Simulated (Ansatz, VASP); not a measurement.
# One calculation of CuO, two programs

```xyz
2
Lattice="0.0000 2.2395 2.2395 2.2395 0.0000 2.2395 2.2395 2.2395 0.0000" Properties=species:S:1:pos:R:3 pbc="T T T"
Cu    0.0000    0.0000    0.0000
O     3.3592    3.3592    3.3592
```

Alike in both runs: functional r2SCAN; k mesh 22 × 22 × 22; occupations gaussian, width 0.1 eV; collinear spin.

Ansatz relaxed the structure, and its values are those at the end. VASP's run is a single point on that final structure, the one shown.

|  | VASP | Ansatz |
| --- | --- | --- |
| version | VASP 6.6.1 | Ansatz 0.2.0 |
| potentials or method | VASP PAW PBE potentials, release 64 (Cu, O), cutoff 520 eV | scalar-relativistic, plane waves, PAW |
| valence electrons in the cell | 17 | 25 |

VASP gave:

| Property | Result |
| --- | --- |
| gap on the k mesh at the Fermi level (eV) | none |
| pressure (GPa) | -0.9 |
| net moment per atom (μB) | 0.00 |
| size of the moment on the site where the two differ most (μB) | 0.00 |

Problem. Estimate Ansatz's values.

Solution. gap on the k mesh at the Fermi level (eV): none; pressure (GPa): 0.0; net moment per atom (μB): 0.46; size of the moment on the site where the two differ most (μB): 0.59.

The net moments are unlike, so the other rows may belong to different states. VASP's potentials were made for PBE, not for r2SCAN. Site moments also hang on the region over which each program counts them. A gap of «none» marks a metal or a gap that the smearing closes. VASP's potentials hold 17 valence electrons a cell and Ansatz's 25, so a difference there can come from the potentials and not from the codes.
